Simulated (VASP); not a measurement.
Input of a VASP 6.6.1 run:

The input INCAR:

```
SYSTEM = N
ALGO = Normal ; EDIFF = 1E-6
EDIFFG = -0.01 ; ENCUT = 600
GGA = PE ; IBRION = 2
ISIF = 4 ; ISMEAR = 0
IVDW = 12 ; LASPH = .TRUE.
LCHARG = .FALSE. ; LREAL = .FALSE.
LWAVE = .FALSE. ; NELM = 60
NSW = 50 ; PREC = Accurate
SIGMA = 0.02
```

The input KPOINTS:

```
k-points
0
G
  9 9 4
  0 0 0
```

POSCAR

```
N
1.0
    3.8784148593      0.0000000000      0.0000000000
   -1.9392074296      3.3588057946      0.0000000000
    0.0000000000      0.0000000000      7.6405131024
N
4
Direct
    0.3333333333      0.6666666667      0.3228202378
    0.3333333333      0.6666666667      0.1771797622
    0.6666666667      0.3333333333      0.8228202378
    0.6666666667      0.3333333333      0.6771797622
```

Potentials or basis: VASP PAW PBE potentials, release 64 (N).

Run with:

```console
$ cat potpaw_PBE.64/N/POTCAR > POTCAR
$ mpirun -np 1 vasp_std > vasp.out
```

Predict the band gap on the k mesh.

6.99 eV (least direct gap 7.18 eV).

Estimate the dispersion energy per atom.

-0.047 eV.

Forces on the atoms (eV/Å):
```
N    0.000  0.000  0.009
N    0.000  0.000 -0.009
N    0.000  0.000  0.009
N    0.000  0.000 -0.009
```

Caveat: the standard files for N, O and F lose accuracy on very short bonds. A k mesh can miss the band edges.
